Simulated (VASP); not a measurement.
Here is a VASP 6.6.1 calculation.

File INCAR:

```
SYSTEM = Si2Ni
PREC = Accurate
ENCUT = 520
EDIFF = 1E-7
ISMEAR = 0
SIGMA = 0.15
LREAL = .FALSE.
LASPH = .TRUE.
NELM = 60
ALGO = Normal
ISIF = 2
LWAVE = .FALSE.
LCHARG = .TRUE.
GGA = PE
LELF = .TRUE.
LVHAR = .TRUE.
NBANDS = 37
```

File KPOINTS:

```
Automatic mesh
0
G
  14 14 5
  0 0 0
```

The input POSCAR:

```
Si2Ni
1.0
    2.7234129136     -2.7234129136      0.0000000000
    2.7234129136      0.0000000000     -2.7234129136
    8.9109274424      8.9109274424      8.9109274424
Si Ni
6 3
Direct
    0.6666666667      0.6666666667      0.2546986895
    1.0000000000      0.0000000000      0.0509478879
    0.3333333333      0.3333333333      0.4584494911
    0.6666666667      0.6666666667      0.5603248918
    1.0000000000      1.0000000000      0.3565740903
    0.3333333333      0.3333333333      0.1528232887
    0.0000000000      0.0000000000      0.5093871915
    0.3333333333      0.3333333333      0.3056363899
    0.6666666667      0.6666666667      0.1018855883
```

Potentials or basis: VASP PAW PBE potentials, release 64 (Si, Ni).

Run with:

```console
$ cat potpaw_PBE.64/Si/POTCAR potpaw_PBE.64/Ni/POTCAR > POTCAR
$ mpirun -np 1 vasp_std > vasp.out
```

**Question.** Predict the band gap on the k mesh.

**Answer.** Zero (bands 27 and 28 overlap by 1.57 eV).

**Question.** Estimate the pressure.

**Answer.** -2.8 GPa.

**Question.** What does it give for the largest force?

**Answer.** 0.620 eV/Å.

Stress tensor (GPa, compression positive):
```
-2.82  0.35  0.35
 0.35 -2.82  0.35
 0.35  0.35 -2.82
```

Caveat: the cell differs from its parent crystal (the distance across one plane changed). Spin polarisation is off, so any magnetic state and its effect on volume and gap are missing.
